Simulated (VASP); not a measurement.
A run of VASP 6.6.1 is set up as follows.

INCAR

```
ALGO = Normal ; EDIFF = 1E-7
ENCUT = 520 ; GGA = PS
ISIF = 2 ; ISMEAR = 1
LASPH = T ; LCHARG = F
LREAL = F ; LWAVE = F
NBANDS = 30 ; NELM = 100
PREC = Accurate ; SIGMA = 0.05
```

KPOINTS

```
k-points
0
Gamma
  5 5 2
```

POSCAR

```
Cu
1.0
    2.5307640300      0.0000000000      0.0000000000
   -1.2653820100      2.1917059400      0.0000000000
    0.0000000000      0.0000000000      8.2618150800
Cu
4
Direct
    0.0000000000      0.0000000000      0.0000000000
    0.3333333300      0.6666666700      0.2500000000
    0.0000000000      0.0000000000      0.5000000000
    0.6666666700      0.3333333300      0.7500000000
```

Potentials or basis: VASP PAW PBE potentials, release 64 (Cu).

Command:

```sh
$ cat potpaw_PBE.64/Cu/POTCAR > POTCAR
$ mpirun -np 1 vasp_std > vasp.out
```

(1) Predict the band gap on the k mesh.

(2) Predict the pressure.

Results:

(1) zero (band 22 reaches 9.72 eV, above the bottom of band 23 at 5.93 eV).

(2) -2.2 GPa.

Caveat: the k points lie up to 0.57 Å⁻¹ apart; the PAW data sets were made with another functional, which shifts forces and pressure a little.
